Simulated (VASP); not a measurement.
# Ir (P6_3/mmc) in VASP: a series of runs, part 3 of 3

VASP 6.6.1. The steps go on from the part before.

### 4 Single point, LDA

This run uses another cell than the first one, of 13.78 Å³/atom, 1.005 times its volume.

INCAR reads:

```
PREC = Accurate ; ENCUT = 500
EDIFF = 1E-6 ; ISMEAR = 0
SIGMA = 0.15 ; LREAL = False
LASPH = True ; NELM = 120
ALGO = Normal ; ISIF = 2
LWAVE = False ; LCHARG = False
NBANDS = 16 ; GGA_COMPAT = False
```

KPOINTS reads:

```
regular mesh
0
Gamma
  18 18 10
```

POSCAR reads:

```
Ir
1.0
    2.6241000000      0.0000000000      0.0000000000
   -1.3120500000      2.2725372621      0.0000000000
    0.0000000000      0.0000000000      4.6202000000
Ir
2
Direct
    0.6666666667      0.3333333333      0.7500000000
    0.3333333333      0.6666666667      0.2500000000
```

Potentials or basis: VASP PAW LDA potentials, release 64 (Ir).

Launch:

```sh
$ cat potpaw_LDA.64/Ir/POTCAR > POTCAR
$ mpirun -np 1 vasp_std > vasp.out
```

OUTCAR:

```text
PREC = Accurate
   ENCUT = 500
   EDIFF = 1E-6
   ISMEAR = 0
   LREAL = False
   LASPH = True
   NELM = 120
   ISIF = 2

 ion  position               nearest neighbor table
   1  0.667  0.333  0.750-   2 2.76   2 2.76   2 2.76   2 2.76   2 2.76   2 2.76
   2  0.333  0.667  0.250-   1 2.76   1 2.76   1 2.76   1 2.76   1 2.76   1 2.76

  LATTYP: Found a hexagonal cell.
 ALAT       =     2.6241000000
 C/A-ratio  =     1.7606798521

  Lattice vectors:

 A1 = (   2.6241000000,   0.0000000000,   0.0000000000)
 A2 = (  -1.3120500000,   2.2725372621,   0.0000000000)
 A3 = (   0.0000000000,   0.0000000000,   4.6202000000)

Analysis of symmetry for initial positions (statically):
=====================================================================
 Subroutine PRICEL returns:
 Original cell was already a primitive cell.

 Routine SETGRP: Setting up the symmetry group for a
 hexagonal supercell.

 Subroutine GETGRP returns: Found 24 space group operations
 (whereof 12 operations were pure point group operations)
 out of a pool of 24 trial point group operations.

The static configuration has the point symmetry D_3d.
 The point group associated with its full space group is D_6h.

Analysis of symmetry for dynamics (positions and initial velocities):
=====================================================================
 Subroutine PRICEL returns:
 Original cell was already a primitive cell.

 Routine SETGRP: Setting up the symmetry group for a
 hexagonal supercell.

 Subroutine GETGRP returns: Found 24 space group operations
 (whereof 12 operations were pure point group operations)
 out of a pool of 24 trial point group operations.

The dynamic configuration has the point symmetry D_3d.
 The point group associated with its full space group is D_6h.

 Subroutine INISYM returns: Found 24 space group operations
 (whereof 12 operations are pure point group operations),
 and found     1 'primitive' translations

----------------------------------------------------------------------------------------

                                     Primitive cell

  volume of cell :      27.5519

  direct lattice vectors                    reciprocal lattice vectors
     2.624100000  0.000000000  0.000000000     0.381083038  0.220018395  0.000000000
    -1.312050000  2.272537262  0.000000000     0.000000000  0.440036789  0.000000000
     0.000000000  0.000000000  4.620200000     0.000000000  0.000000000  0.216440847

  length of vectors
     2.624100000  2.624100000  4.620200000     0.440036789  0.440036789  0.216440847

  position of ions in fractional coordinates (direct lattice)
     0.666666667  0.333333333  0.750000000
     0.333333333  0.666666667  0.250000000

  ion indices of the primitive-cell ions
   primitive index   ion index
                 1           1
                 2           2

----------------------------------------------------------------------------------------

 KPOINTS: regular mesh

Automatic generation of k-mesh.
 Grid dimensions read from file:
 generate k-points for:   18   18   10

 Generating k-lattice:

  Cartesian coordinates                     Fractional coordinates (reciprocal lattice)
     0.021171280  0.012223244  0.000000000     0.055555556 -0.000000000  0.000000000
     0.000000000  0.024446488  0.000000000     0.000000000  0.055555556  0.000000000
     0.000000000  0.000000000  0.021644085     0.000000000  0.000000000  0.100000000

  Length of vectors
     0.024446488  0.024446488  0.021644085

  Shift w.r.t. Gamma in fractional coordinates (k-lattice)
     0.000000000  0.000000000  0.000000000

 Subroutine IBZKPT returns following result:
 ===========================================

 Found    222 irreducible k-points:

 Following reciprocal coordinates:
            Coordinates               Weight
  0.000000  0.000000  0.000000      1.000000
  0.055556  0.000000  0.000000      6.000000
  0.111111  0.000000  0.000000      6.000000
  0.166667  0.000000  0.000000      6.000000
  0.222222  0.000000  0.000000      6.000000
  0.277778  0.000000  0.000000      6.000000
[... 16 lines left out ...]
  0.333333  0.111111  0.000000     12.000000
  0.388889  0.111111  0.000000     12.000000
 [... further k-points ...]
   k-points           NKPTS =    222   k-points in BZ     NKDIM =    222   number of bands    NBANDS=     16
   number of dos      NEDOS =    301   number of ions     NIONS =      2
   total plane-waves  NPLWV =  14400
   dimension x,y,z NGX =    20 NGY =   20 NGZ =   36
   dimension x,y,z NGXF=    40 NGYF=   40 NGZF=   72
   ions per type =               2
   NGX,Y,Z   is equivalent  to a cutoff of  12.67, 12.67, 12.95 a.u.
   NGXF,Y,Z  is equivalent  to a cutoff of  25.34, 25.34, 25.91 a.u.
 SYSTEM =  unknown system
   PREC   = accura    normal or accurate (medium, high low for compatibility)
   ISTART =      0    job   : 0-new  1-cont  2-samecut
   ICHARG =      2    charge: 1-file 2-atom 10-const
   ISPIN  =      1    spin polarized calculation?
   LNONCOLLINEAR =      F non collinear calculations
   LSORBIT =      F    spin-orbit coupling
   LASPH  =      T    aspherical Exc in radial PAW
   ENCUT  =  500.0 eV  36.75 Ry    6.06 a.u.   4.78  4.78  8.42*2*pi/ulx,y,z
   NELM   =    120;   NELMIN=  2; NELMDL= -5     # of ELM steps
   EDIFF  = 0.1E-05   stopping-criterion for ELM
   LREAL  =      F    real-space projection
   EDIFFG = 0.1E-04   stopping-criterion for IOM
   NSW    =      0    number of steps for IOM
   IBRION =     -1    ionic relax: 0-MD 1-quasi-New 2-CG
   NFREE  =      0    steps in history (QN), initial steepest desc. (CG)
   ISIF   =      2    stress and relaxation
   ISYM   =      2    0-nonsym 1-usesym 2-fastsym
   POTIM  = 0.5000    time-step for ionic-motion
   TEBEG  =    0.0;   TEEND  =   0.0 temperature during run
   PSTRESS=    0.0 pullay stress
   NELECT =      18.0000    total number of electrons
   NUPDOWN=      -1.0000    fix difference up-down
   EMIN   =  10.00;   EMAX   =-10.00  energy-range for DOS
   EFERMI =   0.00;   METHOD = LEGACY
   ISMEAR =     0;   SIGMA  =   0.15  broadening in eV -4-tet -1-fermi 0-gaus
   EFERMI_NEDOS =   21; number of points for ismear=-14 and -15
   IALGO  =     38    algorithm
   IMIX   =      4    mixing-type and parameters
     AMIX     =   0.40;   BMIX     =  1.00
     AMIX_MAG =   1.60;   BMIX_MAG =  1.00
  volume/ion in A,a.u.               =      13.78        92.96
  Fermi-wavevector in a.u.,A,eV,Ry     =   1.420523  2.684399 27.455001  2.017886
  Thomas-Fermi vector in A             =   2.541429
   LORBIT       =      0    0 simple, 1 ext, 2 COOP (PROOUT), +10 PAW based schemes
   GGA     = CA    functional components
   LHFCALC =     F    Hartree Fock is set to
   AEXX    =    0.0000 exact exchange contribution
   IVDW    =     0    specifies the selected vdW correction
   LEPSILON=     F    determine dielectric tensor
   LRPA    =     F    only Hartree local field effects (RPA)
 non-spin polarized calculation
 Gauss-broadening in eV      SIGMA  =   0.15
  energy-cutoff  :      500.00
  volume of cell :       27.55
 maximum number of plane-waves:       713
 NGX is ok and might be reduce to    20
   NGX =  9   NGY =  9   NGZ = 17

 number of electron      17.9999999 magnetization

 Free energy of the ion-electron system (eV)
  ---------------------------------------------------
  ext. energy  EPLUGINS =         0.00000000
  ---------------------------------------------------
  free energy    TOTEN  =       -20.33516960 eV

  energy without entropy =      -20.31063303  energy(sigma->0) =      -20.32290131

 E-fermi :  10.7896     XC(G=0): -14.2862

 val. band max:       10.7783863953   @ k =   0.3333   0.0556   0.2000
 cond. band min:      10.7927551041   @ k =   0.2222   0.1111   0.4000
 fundamental gap:      0.0143687088
 Fermi energy:        10.7895626479

 k-point     1 :       0.0000    0.0000    0.0000
  band No.  band energies     occupation
      1      -0.6059      2.00000
      2       2.1689      2.00000
      3       5.9288      2.00000
      4       6.8803      2.00000
      5       6.8803      2.00000
      6       7.3813      2.00000
[... 8 lines left out ...]
     15      26.0900      0.00000
     16      28.1442      0.00000
[... 419 lines left out ...]
 k-point    24 :       0.3889    0.1111    0.0000
  band No.  band energies     occupation
      1       3.3089      2.00000
      2       3.4894      2.00000
      3       3.8135      2.00000
      4       6.6503      2.00000
      5       6.9341      2.00000
      6       7.1211      2.00000
[... 8 lines left out ...]
     15      21.7333      0.00000
     16      24.7940      0.00000

 [... further k-points ...]

------------------------ aborting loop because EDIFF is reached ----------------------------------------

  FORCE on cell =-STRESS in cart. coord.  units (eV):
  Direction    XX          YY          ZZ          XY          YZ          ZX
  --------------------------------------------------------------------------------------
  -------------------------------------------------------------------------------------
  Total        3.6676686      3.6676686     -2.5038906      0.0000000      0.0000000      0.0000000
  in kB      213.2792010    213.2792010   -145.6041538      0.0000000      0.0000000      0.0000000
  external PRESSURE =      93.6514160 kB  Pullay stress =       0.0000000 kB

 VOLUME and BASIS-vectors are now :
 -----------------------------------------------------------------------------
  energy-cutoff  :      500.00
  volume of cell :       27.55
      direct lattice vectors                 reciprocal lattice vectors
     2.624100000  0.000000000  0.000000000     0.381083038  0.220018395  0.000000000
    -1.312050000  2.272537262  0.000000000     0.000000000  0.440036789  0.000000000
     0.000000000  0.000000000  4.620200000     0.000000000  0.000000000  0.216440847

 POSITION                                       TOTAL-FORCE (eV/Angst)
 -----------------------------------------------------------------------------------
      1.31205      0.75751      3.46515        -0.000000      0.000000      0.000000
     -0.00000      1.51502      1.15505         0.000000      0.000000      0.000000
 -----------------------------------------------------------------------------------
    total drift:                               -0.000000      0.000000     -0.000000

  FREE ENERGIE OF THE ION-ELECTRON SYSTEM (eV)
  ---------------------------------------------------
  free  energy   TOTEN  =       -20.3351695996 eV

  energy  without entropy=      -20.3106330289  energy(sigma->0) =      -20.32290131
```

Run time: 57 s. Hardware: 1 thread of Intel Xeon Platinum 8488C (Sapphire Rapids), shared host; peak memory 0.19 GiB.

Results:

```
Free energy            : -20.3352 eV
Pressure               : 9.4 GPa
Band gap on the k mesh : zero (band 9 reaches 12.40 eV, above the bottom of band 10 at 8.54 eV)
```

Stress tensor (GPa, compression positive):
```
 21.33   0.00   0.00
  0.00  21.33   0.00
  0.00   0.00 -14.56
```

Levels at points of the mesh, in eV from the Fermi level:
```csv
k point,band 7,band 8,band 9,band 10,band 11,band 12
"(0.00, 0.00, 0.00)",-3.41,-1.64,-1.64,-1.51,0.49,0.49
"(0.50, 0.00, 0.00)",-3.09,0.79,1.46,1.74,3.35,4.95
"(0.00, 0.00, 0.50)",-3.88,-3.88,-0.28,-0.28,-0.28,-0.28
"(0.50, 0.00, 0.50)",-0.85,-0.85,1.61,1.61,2.16,2.16
```

Caveat: spin-orbit coupling is left out, which moves the levels of the heavy elements.

### 5 Single point, LDA

This run uses another cell than the first one, of 13.92 Å³/atom, 1.016 times its volume.

INCAR reads:

```
ALGO = Normal
EDIFF = 1E-6
ENCUT = 500
GGA_COMPAT = False
ISIF = 2
ISMEAR = 0
LASPH = True
LCHARG = True
LELF = True
LREAL = False
LVHAR = True
LWAVE = False
NBANDS = 16
NELM = 120
PREC = Accurate
SIGMA = 0.15
```

KPOINTS reads:

```
k-points
0
Gamma
  18 18 10
```

POSCAR reads:

```
Ir
1.0
    2.6421000000      0.0000000000      0.0000000000
   -1.3210500000      2.2881257193      0.0000000000
    0.0000000000      0.0000000000      4.6056000000
Ir
2
Direct
    0.6666666667      0.3333333333      0.7500000000
    0.3333333333      0.6666666667      0.2500000000
```

Potentials or basis: VASP PAW LDA potentials, release 64 (Ir).

Launch:

```sh
$ cat potpaw_LDA.64/Ir/POTCAR > POTCAR
$ mpirun -np 1 vasp_std > vasp.out
```

OUTCAR:

```text
EDIFF = 1E-6
   ENCUT = 500
   ISIF = 2
   ISMEAR = 0
   LASPH = True
   LREAL = False
   NELM = 120
   PREC = Accurate

 ion  position               nearest neighbor table
   1  0.667  0.333  0.750-   2 2.76   2 2.76   2 2.76   2 2.76   2 2.76   2 2.76
   2  0.333  0.667  0.250-   1 2.76   1 2.76   1 2.76   1 2.76   1 2.76   1 2.76

  LATTYP: Found a hexagonal cell.
 ALAT       =     2.6421000000
 C/A-ratio  =     1.7431588509

  Lattice vectors:

 A1 = (   2.6421000000,   0.0000000000,   0.0000000000)
 A2 = (  -1.3210500000,   2.2881257193,   0.0000000000)
 A3 = (   0.0000000000,   0.0000000000,   4.6056000000)

Analysis of symmetry for initial positions (statically):
=====================================================================
 Subroutine PRICEL returns:
 Original cell was already a primitive cell.

 Routine SETGRP: Setting up the symmetry group for a
 hexagonal supercell.

 Subroutine GETGRP returns: Found 24 space group operations
 (whereof 12 operations were pure point group operations)
 out of a pool of 24 trial point group operations.

[... 158 lines left out ...]
  ---------------------------------------------------
  ext. energy  EPLUGINS =         0.00000000
  ---------------------------------------------------
  free energy    TOTEN  =       -20.38534951 eV

  energy without entropy =      -20.36043372  energy(sigma->0) =      -20.37289161

 E-fermi :  10.6148     XC(G=0): -14.2270

 val. band max:       10.6137790885   @ k =   0.0000   0.0000   0.4000
 cond. band min:      10.6153439984   @ k =   0.3333   0.3333   0.2000
 fundamental gap:      0.0015649100
 Fermi energy:        10.6147871822

 k-point     1 :       0.0000    0.0000    0.0000
  band No.  band energies     occupation
      1      -0.6817      2.00000
      2       2.1261      2.00000
      3       5.9122      2.00000
      4       6.7554      2.00000
      5       6.7554      2.00000
      6       7.2687      2.00000
[... 433 lines left out ...]
      3       3.7350      2.00000
      4       6.5534      2.00000
      5       6.7845      2.00000
      6       6.9496      2.00000
[... 8 lines left out ...]
     15      21.3796      0.00000
     16      24.4486      0.00000

 [... further k-points ...]
[... 5 lines left out ...]
  --------------------------------------------------------------------------------------
  -------------------------------------------------------------------------------------
  Total        2.4424058      2.4424058     -2.7324320      0.0000000     -0.0000000      0.0000000
  in kB      140.5442412    140.5442412   -157.2333248      0.0000000     -0.0000000      0.0000000
  external PRESSURE =      41.2850525 kB  Pullay stress =       0.0000000 kB

 VOLUME and BASIS-vectors are now :
 -----------------------------------------------------------------------------
  energy-cutoff  :      500.00
  volume of cell :       27.84
      direct lattice vectors                 reciprocal lattice vectors
     2.642100000  0.000000000  0.000000000     0.378486810  0.218519461  0.000000000
    -1.321050000  2.288125719  0.000000000     0.000000000  0.437038923  0.000000000
     0.000000000  0.000000000  4.605600000     0.000000000  0.000000000  0.217126976

 POSITION                                       TOTAL-FORCE (eV/Angst)
 -----------------------------------------------------------------------------------
      1.32105      0.76271      3.45420         0.000000     -0.000000      0.000000
     -0.00000      1.52542      1.15140        -0.000000      0.000000      0.000000
 -----------------------------------------------------------------------------------
    total drift:                               -0.000000      0.000000     -0.000000

  FREE ENERGIE OF THE ION-ELECTRON SYSTEM (eV)
  ---------------------------------------------------
  free  energy   TOTEN  =       -20.3853495068 eV

  energy  without entropy=      -20.3604337209  energy(sigma->0) =      -20.37289161
```

Run time: 49 s. Hardware: 1 thread of Intel Xeon Platinum 8488C (Sapphire Rapids), shared host; peak memory 0.19 GiB.

Results:

| Property | Result |
| --- | --- |
| Free energy | -20.3853 eV |
| Pressure | 4.1 GPa |
| Band gap on the k mesh | zero (band 9 reaches 12.12 eV, above the bottom of band 10 at 8.30 eV) |

Levels at points of the mesh, in eV from the Fermi level:
```tsv
k point	band 7	band 8	band 9	band 10	band 11	band 12
(0.00, 0.00, 0.00)	-3.35	-1.71	-1.71	-1.41	0.45	0.45
(0.50, 0.00, 0.00)	-3.11	0.80	1.35	1.63	3.28	4.86
(0.00, 0.00, 0.50)	-3.85	-3.85	-0.31	-0.31	-0.31	-0.31
(0.50, 0.00, 0.50)	-0.85	-0.85	1.51	1.51	2.14	2.14
```

Caveat: spin-orbit coupling is left out, which moves the levels of the heavy elements.

### 6 Single point, LDA

This run uses another cell than the first one, of 13.90 Å³/atom, 1.014 times its volume.

INCAR reads:

```
SYSTEM = Ir
ALGO = Normal ; EDIFF = 1E-6
ENCUT = 500 ; GGA_COMPAT = .FALSE.
ISIF = 2 ; ISMEAR = 0
LASPH = .TRUE. ; LCHARG = .TRUE.
LELF = .TRUE. ; LREAL = .FALSE.
LVHAR = .TRUE. ; LWAVE = .FALSE.
NBANDS = 16 ; NELM = 120
PREC = Accurate ; SIGMA = 0.15
```

KPOINTS reads:

```
k-points
0
G
  18 18 10
  0 0 0
```

POSCAR reads:

```
Ir
1.0
    2.7052686553      0.0000000000      0.0000000000
   -1.3526343277      2.3428313795      0.0000000000
    0.0000000000      0.0000000000      4.3862420605
Ir
2
Direct
    0.6666666667      0.3333333333      0.7500000000
    0.3333333333      0.6666666667      0.2500000000
```

Potentials or basis: VASP PAW LDA potentials, release 64 (Ir).

Launch:

```sh
$ cat potpaw_LDA.64/Ir/POTCAR > POTCAR
$ mpirun -np 1 vasp_std > vasp.out
```

It took 44 s on 1 thread of Intel Xeon Platinum 8488C (Sapphire Rapids), shared host; peak memory 0.19 GiB.

Results (log left out):

```
Free energy            : -20.5085 eV
Pressure               : 2.6 GPa
Band gap on the k mesh : zero (band 9 reaches 11.77 eV, above the bottom of band 10 at 8.30 eV)
```

Levels at points of the mesh, in eV from the Fermi level:
| k point | band 5 | band 6 | band 7 | band 8 | band 9 | band 10 | band 11 | band 12 | band 13 | band 14 |
| --- | --- | --- | --- | --- | --- | --- | --- | --- | --- | --- |
| (0.00, 0.00, 0.00) | -3.99 | -3.31 | -3.31 | -2.48 | -2.48 | -0.83 | 0.27 | 0.27 | 7.25 | 14.23 |
| (0.50, 0.00, 0.00) | -3.69 | -3.54 | -3.10 | 0.73 | 1.01 | 1.17 | 3.04 | 4.53 | 8.37 | 10.48 |
| (0.00, 0.00, 0.50) | -4.12 | -4.12 | -4.12 | -4.12 | -0.50 | -0.50 | -0.50 | -0.50 | 13.66 | 13.66 |
| (0.50, 0.00, 0.50) | -2.23 | -2.23 | -1.01 | -1.01 | 0.99 | 0.99 | 2.07 | 2.07 | 7.86 | 7.86 |

Caveat: spin-orbit coupling is left out, which moves the levels of the heavy elements.

### 7 Overview

```tsv
cell	gap on the mesh (eV)	pressure (GPa)
a = 2.651, b = 2.651, c = 4.503 Å, angles 90.0, 90.0, 120.0°, 2 atoms	none	9.4
a = 2.759, b = 2.759, c = 4.152 Å, angles 90.0, 90.0, 120.0°, 2 atoms	none	12.4
a = 2.624, b = 2.624, c = 4.620 Å, angles 90.0, 90.0, 120.0°, 2 atoms	none	9.4
a = 2.642, b = 2.642, c = 4.606 Å, angles 90.0, 90.0, 120.0°, 2 atoms	none	4.1
a = 2.705, b = 2.705, c = 4.386 Å, angles 90.0, 90.0, 120.0°, 2 atoms	none	2.6
```

Alike in all rows: task single point; level LDA; potentials or basis VASP PAW LDA potentials, release 64 (Ir); no spin polarisation; k mesh 18 × 18 × 10; cutoff (eV) 500; smearing gaussian 0.15 eV.

Caveats: spin-orbit coupling is left out, which moves the levels of the heavy elements.

Absolute energies hang on the potentials; compare differences alone.
